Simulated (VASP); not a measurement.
Wanted: the native input for a VASP 6.6.1 run.

- Task: single point
- Functional: PBE
- Potentials or basis: VASP PAW PBE potentials, release 64 (Si, Ni)
- Cutoff: 520 eV
- k mesh: 12 × 12 × 8
- Occupations: gaussian, width 0.1 eV
- Spin: no spin polarisation
- Dipole correction: no
- Further INCAR settings: ALGO = Fast; EDIFF = 1e-06; NBANDS = 33

The structure of SiNi2 lies in POSCAR:

```
SiNi2
1.0
    3.9622291472      0.0000000000      0.0000000000
   -1.9811145736      3.4313910971      0.0000000000
    0.0000000000      0.0000000000      4.6919650710
Si Ni
2 4
Direct
    0.3333333331      0.6666666669      0.7500000000
    0.6666666669      0.3333333331      0.2500000000
    0.0000000000      0.0000000000      0.0000000000
    0.0000000000      0.0000000000      0.5000000000
    0.3333333333      0.6666666667      0.2500000000
    0.6666666667      0.3333333333      0.7500000000
```

This cell differs from its parent crystal: uniaxial strain along c: -6.0 %, then relaxed in part.

The input as run:

INCAR

```
SYSTEM = SiNi2
ALGO     = Fast           ! electronic algorithm
EDIFF    = 1E-6           ! SCF threshold, eV
ENCUT    = 520            ! plane-wave cutoff, eV
GGA      = PE             ! functional
ISIF     = 2              ! what is computed and relaxed
ISMEAR   = 0              ! smearing method
LASPH    = .True.         ! aspherical terms in the spheres
LCHARG   = .False.        ! write CHGCAR
LREAL    = .False.        ! projectors in reciprocal space
LWAVE    = .False.        ! write WAVECAR
NBANDS   = 33             ! bands
NELM     = 80             ! most SCF steps
PREC     = Accurate       ! precision mode
SIGMA    = 0.1            ! smearing width, eV
```

KPOINTS

```
k-points
0
Gamma
  12 12 8
  0 0 0
```

Potentials or basis: VASP PAW PBE potentials, release 64 (Si, Ni).

Launch:

```console
$ cat potpaw_PBE.64/Si/POTCAR potpaw_PBE.64/Ni/POTCAR > POTCAR
$ mpirun -np 1 vasp_std > vasp.out
```

It gave:

| Quantity | Value |
| --- | --- |
| Pressure | 7.7 GPa |
| Band gap on the k mesh | zero (bands 24 and 25 overlap by 2.78 eV) |

Caveat: the cell differs from its parent crystal (uniaxial strain along c: -6.0 %, then relaxed in part); the cell stands under pressure.

It took 3.7 min on 1 thread of Intel(R) Xeon(R) Platinum 8259CL CPU @ 2.50GHz (Skylake/Cascade Lake), with other jobs on the host, peak memory 0.28 GiB.
